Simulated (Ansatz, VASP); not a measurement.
## Two plane-wave programs on Si3N

File INCAR:

```
PREC     = Accurate       # precision mode
ENCUT    = 520            # plane-wave cutoff, eV
EDIFF    = 1E-6           # SCF threshold, eV
ISMEAR   = 0              # smearing method
SIGMA    = 0.05           # smearing width, eV
LREAL    = False          # projectors in reciprocal space
LASPH    = True           # aspherical terms in the spheres
NELM     = 60             # most SCF steps
ALGO     = Normal         # electronic algorithm
ISIF     = 2              # what is computed and relaxed
LWAVE    = False          # write WAVECAR
LCHARG   = False          # write CHGCAR
LDIPOL   = True         
IDIPOL   = 3            
DIPOL    = 0.5 0.5 0.367
GGA      = PE             # functional
IVDW     = 12             # dispersion correction
NBANDS   = 27             # bands
```

File KPOINTS:

```
regular mesh
0
Gamma
  9 9 1
```

The input POSCAR:

```
Si3N
1.0
    3.8155170197      0.0000000000      0.0000000000
   -1.9077585099      3.3043346676      0.0000000000
    0.0000000000      0.0000000000     25.7913833664
Si N
6 2
Direct
    0.6666666667      0.3333333333      0.1550905565
    0.3333333333      0.6666666667      0.1859793801
    0.3333333333      0.6666666667      0.2774751471
    0.6666666667      0.3333333333      0.3070263804
    0.6666666667      0.3333333333      0.3997350368
    0.3333333333      0.6666666667      0.4261649408
    0.5000000000      1.3333333333      0.5696237056
    0.5000000000      1.3333333333      0.6122736087
```

Input for Ansatz:

```yaml
crystal:
  lattice:
    - [3.8155170197, 0.0, 0.0]
    - [-1.9077585099, 3.3043346676, 0.0]
    - [0.0, 0.0, 25.7913833664]
  atoms:
    - { symbol: Si, position: [0.6666666667, 0.3333333333, 0.1550905565] }
    - { symbol: Si, position: [0.3333333333, 0.6666666667, 0.1859793801] }
    - { symbol: Si, position: [0.3333333333, 0.6666666667, 0.2774751471] }
    - { symbol: Si, position: [0.6666666667, 0.3333333333, 0.3070263804] }
    - { symbol: Si, position: [0.6666666667, 0.3333333333, 0.3997350368] }
    - { symbol: Si, position: [0.3333333333, 0.6666666667, 0.4261649408] }
    - { symbol: "N", position: [0.5, 1.3333333333, 0.5696237056] }
    - { symbol: "N", position: [0.5, 1.3333333333, 0.6122736087] }
basis:
  ecutwfc: 420
kpoints:
  mp_grid: { grid: [9, 9, 1] }
hamiltonian:
  xc: pbe
  pseudopotentials: { kind: paw, azcp: { folder: soft_1 } }
  dispersion: d3bj
scf:
  occupations: { method: gaussian, width: 0.05 }
output:
  forces: true
  eigenvalues: true
efield:
  axis: 3
  dipole_correction: true
  ramp_width: 0.04
```

Alike in both runs: task single point; functional PBE; dispersion D3(BJ); k mesh 9 × 9 × 1; occupations gaussian, width 0.05 eV; no spin polarisation.

|  | VASP | Ansatz |
| --- | --- | --- |
| version | VASP 6.6.1 | Ansatz 0.2.0 |
| potentials or method | VASP PAW PBE potentials, release 64 (Si, N), cutoff 520 eV | scalar-relativistic, plane waves, PAW |
| valence electrons in the cell | 34 | 34 |

```tsv
	VASP	Ansatz	Ansatz less VASP
gap on the k mesh at the Fermi level (eV)	none	none	-
rms of the force components (eV/Å)	0.643	0.190	-0.4531
```

Atom by atom the forces differ by 0.520 eV/Å (rms over components). A gap of «none» marks a metal or a gap that the smearing closes. One of these differences is far larger than is usual between the two programs; its cause wasn't traced.

Noted on VASP's run: the standard files for N, O and F lose accuracy on very short bonds.
